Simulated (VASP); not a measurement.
# Zr12C (a cell with a defect) in VASP: a series of runs

Runs on Zr12C (a cell with a defect). Level: PBE+D3(BJ). Tasks: single point.

All numbers are computed with VASP 6.6.1; they aren't measurements. Logs are shortened: lines on timing, memory, paths and dates and some standing lists are left out, and cuts for length are marked.

### 1 The cell of the first run

The cell holds a defect, 13 atoms: a = 6.460 Å, b = 9.690 Å, c = 5.145 Å, α = 90.00°, β = 90.00°, γ = 120.00°.

### 2 Single point, PBE+D3(BJ)

Contents of INCAR:

```
SYSTEM = Zr12C
ALGO = Normal
EDIFF = 1E-7
ENCUT = 520
GGA = PE
ISIF = 2
ISMEAR = -1
IVDW = 12
LASPH = .True.
LCHARG = .False.
LREAL = .False.
LWAVE = .False.
NBANDS = 86
NELM = 80
PREC = Accurate
SIGMA = 0.1
```

Contents of KPOINTS:

```
k-points
0
Gamma
  3 2 3
  0 0 0
```

Contents of POSCAR:

```
Zr12C
1.0
    6.4600000000      0.0000000000      0.0000000000
   -4.8450000000      8.3917860000      0.0000000000
    0.0000000000      0.0000000000      5.1453900000
Zr C
12 1
Direct
   -0.0758207082     -0.0509188390      0.0957556181
    0.1760781424      0.2315716821      0.4812074498
   -0.0015543246      0.3093620357     -0.0218836667
    0.1862527531      0.5483576440      0.4907888421
   -0.0059912209      0.6556649562     -0.0491119235
    0.1922768888      0.9143464812      0.5273069680
    0.5098262737      0.0055887984      0.0269172988
    0.6438387699      0.2141379678      0.4890591384
    0.5050328333      0.3391769047     -0.0095230877
    0.6969530203      0.5764327165      0.4745995930
    0.4665780485      0.6538894104     -0.0376647834
    0.6738760098      0.8959832865      0.5618816066
    0.3947402666      0.4621304690      0.7346770604
```

Potentials or basis: VASP PAW PBE potentials, release 64 (Zr_sv, C).

Command:

```
$ cat potpaw_PBE.64/Zr_sv/POTCAR potpaw_PBE.64/C/POTCAR > POTCAR
$ mpirun -np 1 vasp_std > vasp.out
```

OUTCAR:

```text
SYSTEM = Zr12C
   EDIFF = 1E-7
   ENCUT = 520
   GGA = PE
   ISIF = 2
   ISMEAR = -1
   IVDW = 12
   LASPH = .True.
   LREAL = .False.
   NELM = 80
   PREC = Accurate
 IVDW          = 12

 ion  position               nearest neighbor table
   1  0.924  0.949  0.096-  12 2.79   6 2.94  11 2.99   7 3.01  12 3.10   2 3.10   5 3.18   3 3.33
                             6 3.50   7 3.56  10 3.70   9 3.81
   2  0.176  0.232  0.481-  13 2.35   4 3.04   3 3.05   3 3.07   1 3.10   8 3.11   9 3.12   6 3.14
                             9 3.20  12 3.27  10 3.35   8 3.36
   3  0.998  0.309  0.978-  13 2.55   2 3.05   7 3.07   2 3.07   9 3.14  11 3.19   4 3.21   8 3.21
                             8 3.30   4 3.31   1 3.33   9 3.34   5 3.37
   4  0.186  0.548  0.491-  13 2.28  11 2.89   2 3.04   5 3.09  11 3.14  10 3.17   3 3.21  12 3.29
                            10 3.31   3 3.31   8 3.38   5 3.41   6 3.53
   5  0.994  0.656  0.951-  10 2.97  11 3.06   6 3.08   4 3.09   9 3.12  10 3.17   1 3.18   3 3.37
                             7 3.38  11 3.40   4 3.41   6 3.68
   6  0.192  0.914  0.527-   8 2.92   1 2.94   5 3.08   7 3.13   7 3.13   2 3.14  12 3.21  10 3.25
                            12 3.27   1 3.50   4 3.53   5 3.68
   7  0.510  0.006  0.027-   8 2.96   1 3.01  12 3.02   3 3.07   6 3.13   6 3.13   9 3.25   8 3.28
                            11 3.29  12 3.31   5 3.38   1 3.56
   8  0.644  0.214  0.489-   6 2.92   7 2.96   2 3.11   9 3.15   9 3.16  12 3.21   3 3.21   7 3.28
                             3 3.30  10 3.35   2 3.36   4 3.38
   9  0.505  0.339  0.990-  13 2.12   5 3.12   2 3.12   3 3.14   8 3.15   8 3.16  11 3.18  10 3.19
                             2 3.20   7 3.25  10 3.32   3 3.34   1 3.81
  10  0.697  0.576  0.475-  13 2.16   5 2.97   5 3.17   4 3.17   9 3.19  11 3.19  12 3.21   6 3.25
                            11 3.29   4 3.31   9 3.32   8 3.35   2 3.35   1 3.70
  11  0.467  0.654  0.962-  13 2.04   4 2.89  12 2.90   1 2.99   5 3.06   4 3.14   9 3.18  10 3.19
                             3 3.19  10 3.29   7 3.29   5 3.40  12 3.70
  12  0.674  0.896  0.562-   1 2.79  11 2.90   7 3.02   1 3.10  10 3.21   8 3.21   6 3.21   6 3.27
                             2 3.27   4 3.29   7 3.31  11 3.70
  13  0.395  0.462  0.735-  11 2.04   9 2.12  10 2.16   4 2.28   2 2.35   3 2.55

  LATTYP: Found a simple monoclinic cell.
 ALAT       =     6.4600000000
 B/A-ratio  =     0.7965000000
 C/A-ratio  =     1.3228756308
 COS(beta)  =    -0.1889822400

  Lattice vectors:

 A1 = (   6.4600000000,   0.0000000000,   0.0000000000)
 A2 = (   0.0000000000,   0.0000000000,   5.1453900000)
 A3 = (  -1.6150000000,  -8.3917860000,   0.0000000000)

Analysis of symmetry for initial positions (statically):
=====================================================================
 Subroutine PRICEL returns:
 Original cell was already a primitive cell.

 Routine SETGRP: Setting up the symmetry group for a
 simple monoclinic supercell.

 Subroutine GETGRP returns: Found  1 space group operations
 (whereof  1 operations were pure point group operations)
 out of a pool of  4 trial point group operations.

The static configuration has the point symmetry C_1 .

Analysis of symmetry for dynamics (positions and initial velocities):
=====================================================================
 Subroutine PRICEL returns:
 Original cell was already a primitive cell.

 Routine SETGRP: Setting up the symmetry group for a
 simple monoclinic supercell.

 Subroutine GETGRP returns: Found  1 space group operations
 (whereof  1 operations were pure point group operations)
 out of a pool of  4 trial point group operations.

The dynamic configuration has the point symmetry C_1 .

 Subroutine INISYM returns: Found  1 space group operations
 (whereof  1 operations are pure point group operations),
 and found     1 'primitive' translations

----------------------------------------------------------------------------------------

                                     Primitive cell

  volume of cell :     278.9364

  direct lattice vectors                    reciprocal lattice vectors
     6.460000000  0.000000000  0.000000000     0.154798762  0.089373108  0.000000000
    -4.845000000  8.391786000  0.000000000     0.000000000  0.119164145  0.000000000
     0.000000000  0.000000000  5.145390000     0.000000000  0.000000000  0.194348728

  length of vectors
     6.460000000  9.689999859  5.145390000     0.178746214  0.119164145  0.194348728
[... 69 lines left out ...]
|                                                                             |
 -----------------------------------------------------------------------------

 Subroutine IBZKPT returns following result:
 ===========================================

 Found     10 irreducible k-points:

 Following reciprocal coordinates:
            Coordinates               Weight
  0.000000  0.000000  0.000000      1.000000
  0.333333  0.000000  0.000000      2.000000
  0.000000  0.500000  0.000000      1.000000
  0.333333  0.500000  0.000000      2.000000
  0.000000  0.000000  0.333333      2.000000
  0.333333  0.000000  0.333333      2.000000
 -0.333333  0.000000  0.333333      2.000000
  0.000000  0.500000  0.333333      2.000000
  0.333333  0.500000  0.333333      2.000000
 -0.333333  0.500000  0.333333      2.000000
   k-points           NKPTS =     10   k-points in BZ     NKDIM =     10   number of bands    NBANDS=     86
   number of dos      NEDOS =    301   number of ions     NIONS =     13
   total plane-waves  NPLWV = 138240
   dimension x,y,z NGX =    48 NGY =   72 NGZ =   40
   dimension x,y,z NGXF=    96 NGYF=  144 NGZF=   80
   ions per type =              12   1
   NGX,Y,Z   is equivalent  to a cutoff of  12.35, 12.35, 12.92 a.u.
   NGXF,Y,Z  is equivalent  to a cutoff of  24.71, 24.71, 25.85 a.u.
 SYSTEM =  Zr12C
   PREC   = accura    normal or accurate (medium, high low for compatibility)
   ISTART =      0    job   : 0-new  1-cont  2-samecut
   ICHARG =      2    charge: 1-file 2-atom 10-const
   ISPIN  =      1    spin polarized calculation?
   LNONCOLLINEAR =      F non collinear calculations
   LSORBIT =      F    spin-orbit coupling
   LASPH  =      T    aspherical Exc in radial PAW
   ENCUT  =  520.0 eV  38.22 Ry    6.18 a.u.  12.01 18.02  9.57*2*pi/ulx,y,z
   NELM   =     80;   NELMIN=  2; NELMDL= -5     # of ELM steps
   EDIFF  = 0.1E-06   stopping-criterion for ELM
   LREAL  =      F    real-space projection
   EDIFFG = 0.1E-05   stopping-criterion for IOM
   NSW    =      0    number of steps for IOM
   IBRION =     -1    ionic relax: 0-MD 1-quasi-New 2-CG
   NFREE  =      0    steps in history (QN), initial steepest desc. (CG)
   ISIF   =      2    stress and relaxation
   ISYM   =      2    0-nonsym 1-usesym 2-fastsym
   POTIM  = 0.5000    time-step for ionic-motion
   TEBEG  =    0.0;   TEEND  =   0.0 temperature during run
   PSTRESS=    0.0 pullay stress
   NELECT =     148.0000    total number of electrons
   NUPDOWN=      -1.0000    fix difference up-down
   EMIN   =  10.00;   EMAX   =-10.00  energy-range for DOS
   EFERMI =   0.00;   METHOD = LEGACY
   ISMEAR =    -1;   SIGMA  =   0.10  broadening in eV -4-tet -1-fermi 0-gaus
   EFERMI_NEDOS =   21; number of points for ismear=-14 and -15
   IALGO  =     38    algorithm
   IMIX   =      4    mixing-type and parameters
     AMIX     =   0.40;   BMIX     =  1.00
     AMIX_MAG =   1.60;   BMIX_MAG =  1.00
  volume/ion in A,a.u.               =      21.46       144.80
  Fermi-wavevector in a.u.,A,eV,Ry     =   1.325339  2.504528 23.898955  1.756524
  Thomas-Fermi vector in A             =   2.454807
   LORBIT       =      0    0 simple, 1 ext, 2 COOP (PROOUT), +10 PAW based schemes
   GGA     = PE    functional components
   LHFCALC =     F    Hartree Fock is set to
   AEXX    =    0.0000 exact exchange contribution
   IVDW    =    12    specifies the selected vdW correction
   LEPSILON=     F    determine dielectric tensor
   LRPA    =     F    only Hartree local field effects (RPA)
 non-spin polarized calculation
  energy-cutoff  :      520.00
  volume of cell :      278.94
 maximum number of plane-waves:      7545
   NGX = 25   NGY = 37   NGZ = 19

 number of electron     148.0000000 magnetization

 Free energy of the ion-electron system (eV)
  ---------------------------------------------------
  ext. energy  EPLUGINS =         0.00000000
  ---------------------------------------------------
  free energy    TOTEN  =      -110.84618079 eV

  energy without entropy =     -110.30794945  energy(sigma->0) =     -110.57706512

 E-fermi :   9.0491     XC(G=0): -11.1905

 val. band max:        9.0358930455   @ k =   0.0000   0.5000   0.3333
 cond. band min:       9.0506735431   @ k =   0.0000   0.5000   0.0000
 fundamental gap:      0.0147804976
 Fermi energy:         9.0491295801

 k-point     1 :       0.0000    0.0000    0.0000
  band No.  band energies     occupation
      1     -39.6217      2.00000
      2     -39.5619      2.00000
      3     -39.5326      2.00000
      4     -39.4696      2.00000
      5     -39.4600      2.00000
      6     -39.4412      2.00000
[... 879 lines left out ...]
     85      10.2439      0.00001
     86      10.3791      0.00000

------------------------ aborting loop because EDIFF is reached ----------------------------------------

 Edisp (eV)   -6.67692

 E8    (eV) :    -3.3936

  FORCE on cell =-STRESS in cart. coord.  units (eV):
  Direction    XX          YY          ZZ          XY          YZ          ZX
  --------------------------------------------------------------------------------------
  -------------------------------------------------------------------------------------
  Total       2.85425     1.10393     5.53654    -0.40665     1.92916     0.61157
  in kB      16.39444     6.34082    31.80125    -2.33573    11.08088     3.51279
  external pressure =       18.18 kB  Pullay stress =        0.00 kB

 VOLUME and BASIS-vectors are now :
 -----------------------------------------------------------------------------
  energy-cutoff  :      520.00
  volume of cell :      278.94
      direct lattice vectors                 reciprocal lattice vectors
     6.460000000  0.000000000  0.000000000     0.154798762  0.089373108  0.000000000
    -4.845000000  8.391786000  0.000000000     0.000000000  0.119164145  0.000000000
     0.000000000  0.000000000  5.145390000     0.000000000  0.000000000  0.194348728

 POSITION                                       TOTAL-FORCE (eV/Angst)
 -----------------------------------------------------------------------------------
      1.37190      7.96449      0.49270         1.314591      0.876979     -1.355328
      0.01550      1.94330      2.47600         0.160083     -0.011928      0.358772
      4.95110      2.59610      5.03279        -0.183732      0.728759     -0.331557
     -1.45360      4.60170      2.52530        -0.798211      0.125814     -0.888810
      3.24460      5.50220      4.89269         0.313884      0.620794      0.713160
     -3.18790      7.67300      2.71320        -0.009846     -1.051252      0.328397
      3.26640      0.04690      0.13850        -0.821260     -0.671417      0.039356
      3.12170      1.79700      2.51640         1.391247      1.095671      0.236814
      1.61920      2.84630      5.09639         0.732373     -1.020778      0.681506
      1.70950      4.83730      2.44200         0.154351      0.040683     -1.034549
     -0.15400      5.48730      4.95159        -0.222840      1.617861      2.581771
      0.01220      7.51890      2.89110        -0.240680      0.423570     -0.153934
      0.31100      3.87810      3.78020        -1.789960     -2.774757     -1.175598
 -----------------------------------------------------------------------------------
    total drift:                                0.000163      0.000038      0.000084

  FREE ENERGIE OF THE ION-ELECTRON SYSTEM (eV)
  ---------------------------------------------------
  free  energy   TOTEN  =      -117.5231013824 eV

  energy  without entropy=     -116.9848700348  energy(sigma->0) =     -117.25398571
```

It took 7.4 min on 1 thread of Oxide Virtual Turin-like, shared host; peak memory 0.41 GiB.

What came out:

| Item | Value |
| --- | --- |
| Free energy | -117.5231 eV |
| Pressure | 1.8 GPa |
| Largest force | 3.505 eV/Å |
| Band gap on the k mesh | zero (bands 74 and 75 overlap by 0.08 eV) |
| Dispersion energy per atom | -0.514 eV |

Forces on the atoms (eV/Å):
```
Zr   1.315  0.877 -1.355
Zr   0.160 -0.012  0.359
Zr  -0.184  0.729 -0.332
Zr  -0.798  0.126 -0.889
Zr   0.314  0.621  0.713
Zr  -0.010 -1.051  0.328
Zr  -0.821 -0.671  0.039
Zr   1.391  1.096  0.237
Zr   0.732 -1.021  0.682
Zr   0.154  0.041 -1.035
Zr  -0.223  1.618  2.582
Zr  -0.241  0.424 -0.154
C   -1.790 -2.775 -1.176
```

Stress tensor (GPa, compression positive):
```
 1.64 -0.23  0.35
-0.23  0.63  1.11
 0.35  1.11  3.18
```

Levels at points of the mesh, in eV from the Fermi level:
```
           k point  band 70  band 71  band 72  band 73  band 74  band 75  band 76  band 77  band 78  band 79
(0.00, 0.00, 0.00)    -0.67    -0.55    -0.31    -0.07     0.06     0.20     0.29     0.68     0.76     0.83
(0.00, 0.50, 0.00)    -0.34    -0.25    -0.12     0.00     0.04     0.10     0.30     0.36     0.51     0.64
```

Caveat: the k points lie up to 0.41 Å⁻¹ apart; the atoms stand as in a frame of molecular dynamics.

(Part 1 of 2 ends here.)

The gap in the log of VASP goes by the Fermi energy; the results here count the filled bands.